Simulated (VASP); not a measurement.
Set up this calculation in VASP 6.6.1, as the native input.

```
Task                   : relaxation of cell and atoms
Functional             : PBE
Potentials or basis    : VASP PAW PBE potentials, release 64 (Te, W_sv)
Cutoff                 : 500 eV
k mesh                 : 6 × 6 × 6
Occupations            : gaussian, width 0.1 eV
Spin                   : no spin polarisation
Dipole correction      : no
Further INCAR settings : ALGO = Normal; EDIFF = 1e-07; IBRION = 2; EDIFFG = -0.04; NSW = 90; ISIF = 3
```

The structure of TeW lies in POSCAR:

```
TeW
1.0
    3.6894741472      0.0000000000      0.0000000000
    0.0000000000      3.6894741472      0.0000000000
    0.0000000000      0.0000000000      3.6894741472
Te W
1 1
Direct
    0.0000000000      0.0000000000      0.0000000000
    0.5000000000      0.5000000000      0.5000000000
```

The input as run:

INCAR

```
SYSTEM = TeW
  ALGO = Normal
  EDIFF = 1E-7
  EDIFFG = -0.04
  ENCUT = 500
  GGA = PE
  GGA_COMPAT = .False.
  IBRION = 2
  ISIF = 3
  ISMEAR = 0
  LASPH = .True.
  LCHARG = .False.
  LREAL = .False.
  LWAVE = .False.
  NELM = 120
  NELMIN = 4
  NSW = 90
  PREC = Accurate
  SIGMA = 0.1
```

KPOINTS

```
k-points
0
Gamma
  6 6 6
  0 0 0
```

Potentials or basis: VASP PAW PBE potentials, release 64 (Te, W_sv).

Command:

```sh
$ cat potpaw_PBE.64/Te/POTCAR potpaw_PBE.64/W_sv/POTCAR > POTCAR
$ mpirun -np 1 vasp_std > vasp.out
```

Results of the run:

```yaml
Relaxed_volume: 18.61 Å³/atom
Relaxed_cell: a = 3.339 Å, b = 3.339 Å, c = 3.339 Å, α = 90.00°, β = 90.00°, γ = 90.00°
Space_group_after_relaxing_to_0.05_Å: Pm-3m (No. 221)
Energy_gained_by_relaxing: 691.4 meV/atom
Ionic_steps: 5
Pressure_after_relaxing: 0.0 GPa
Band_gap_on_the_k_mesh: zero (band 10 reaches 13.62 eV, above the bottom of band 11 at 11.51 eV)
```

Caveat: the volume moved by over 15 % at a fixed basis, so the end points are rough; spin-orbit coupling is left out, which moves the levels of the heavy elements.

It took 45 s on 1 thread of Intel(R) Xeon(R) Platinum 8259CL CPU @ 2.50GHz (Skylake/Cascade Lake), on a shared host, peak memory 0.17 GiB.
